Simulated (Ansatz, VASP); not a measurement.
## NaF in VASP and in Ansatz

File INCAR:

```
ALGO     = Normal         # electronic algorithm
EDIFF    = 1E-7           # SCF threshold, eV
ENCUT    = 520            # plane-wave cutoff, eV
GGA      = PS             # functional
ISIF     = 2              # what is computed and relaxed
ISMEAR   = 0              # smearing method
LASPH    = T              # aspherical terms in the spheres
LCHARG   = T              # write CHGCAR
LELF     = T              # ELF
LREAL    = F              # projectors in reciprocal space
LVHAR    = T            
LWAVE    = F              # write WAVECAR
NBANDS   = 14             # bands
NELM     = 80             # most SCF steps
PREC     = Accurate       # precision mode
SIGMA    = 0.05           # smearing width, eV
```

Contents of KPOINTS:

```
k-points
0
Gamma
  8 8 8
```

Contents of POSCAR:

```
NaF
1.0
    0.0000000000      2.2652175000      2.3813825000
    2.2652175000      0.0000000000      2.3813825000
    2.2652175000      2.2652175000      0.0000000000
Na F
1 1
Direct
    0.0000000000      0.0000000000      0.0000000000
    0.5000000000      0.5000000000      0.5000000000
```

Input for Ansatz:

```yaml
crystal:
  lattice:
    - [0.0, 2.2652175, 2.3813825]
    - [2.2652175, 0.0, 2.3813825]
    - [2.2652175, 2.2652175, 0.0]
  atoms:
    - { symbol: Na, position: [0.0, 0.0, 0.0] }
    - { symbol: F, position: [0.5, 0.5, 0.5] }
basis:
  ecutwfc: 420
kpoints:
  mp_grid: { grid: [8, 8, 8] }
hamiltonian:
  xc: pbesol
scf:
  occupations: { method: gaussian, width: 0.05 }
output:
  forces: true
  stress: true
  eigenvalues: true
```

Change from the starting cell: strain -0.025 along x and y, +0.025 along z, atoms carried along.

Alike in both runs: task single point; functional PBEsol; k mesh 8 × 8 × 8; occupations gaussian, width 0.05 eV; no spin polarisation.

|  | VASP | Ansatz |
| --- | --- | --- |
| version | VASP 6.6.1 | Ansatz 0.2.0 |
| potentials or method | VASP PAW PBE potentials, release 64 (Na_pv, F), cutoff 520 eV | scalar-relativistic, plane waves, PAW |
| valence electrons in the cell | 14 | 16 |

```csv
,VASP,Ansatz,Ansatz less VASP
gap on the k mesh at the Fermi level (eV),6.25,6.27,+0.021
least direct gap on the mesh (eV),6.25,6.27,+0.021
pressure (GPa),1.1,1.0,-0.02
"traceless stress, the component that is largest in VASP (GPa)",-2.75,-2.63,+0.118
```

VASP's potentials were made for PBE, not for PBEsol. VASP's potentials hold 14 valence electrons a cell and Ansatz's 16, so a difference there can come from the potentials and not from the codes.
